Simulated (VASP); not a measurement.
**Y: single point with r2SCAN**

Y:

```
CELL_PARAMETERS angstrom
3.35144 0.00000 0.00000
0.00000 3.35144 0.00000
0.00000 0.00000 3.35144
ATOMIC_POSITIONS crystal
Y 0.00000 0.00000 0.00000
```

This isn't the form of Y at room conditions, which is hcp.

```json
{
  "Program": "VASP 6.6.1",
  "Task": "single point",
  "Functional": "r2SCAN",
  "Potentials or basis": "VASP PAW PBE potentials, release 64 (Y_sv)",
  "Cutoff": "550 eV",
  "k mesh": "11 × 11 × 11",
  "Occupations": "fermi-dirac, width 0.1 eV",
  "Spin": "no spin polarisation"
}
```

```
Pressure               : -1.8 GPa
Band gap on the k mesh : zero (an odd number of electrons rules out a gap without spin polarisation)
```

Levels at points of the mesh, in eV from the Fermi level:
```
           k point  band 2  band 3  band 4  band 5  band 6  band 7  band 8  band 9
(0.00, 0.00, 0.00)  -23.88  -23.88  -23.88   -4.68   -0.49   -0.49    5.03    5.03
```

Wall time 3.7 min on 1 thread of AMD EPYC 7R13, on a shared host, peak memory 0.17 GiB.

Caveat: the PAW data sets were made with another functional, which shifts forces and pressure a little.
